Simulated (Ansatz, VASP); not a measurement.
Ga: VASP beside Ansatz

```
Ga
1.0
     3.00317    0.00000    0.00000
    -1.50158    2.60082    0.00000
     0.00000    0.00000    4.86513
Ga
2
Direct
  0.23333 0.61667 0.17500
  0.76667 0.38333 0.82500
```

Change from the starting cell: shortest bond scaled by 0.7, LAPW.

Alike in both runs: task single point; functional PBEsol; k mesh 11 × 11 × 6; occupations fermi-dirac, width 0.05 eV; no spin polarisation.

```csv
,VASP,Ansatz
version,VASP 6.6.1,Ansatz 0.2.0
potentials or method,"VASP PAW PBE potentials, release 64 (Ga_d), cutoff 520 eV","all-electron LAPW, scalar-relativistic"
```

```tsv
	VASP	Ansatz	Ansatz less VASP
pressure (GPa)	15.3	15.0	-0.28
traceless stress, the component that is largest in VASP (GPa)	15.10	14.91	-0.183
rms of the force components (eV/Å)	3.299	3.266	-0.0325
```

VASP's potentials were made for PBE, not for PBEsol. Atom by atom the forces differ by 0.033 eV/Å (rms over components). Ansatz ran all-electron here, and VASP with PAW potentials.
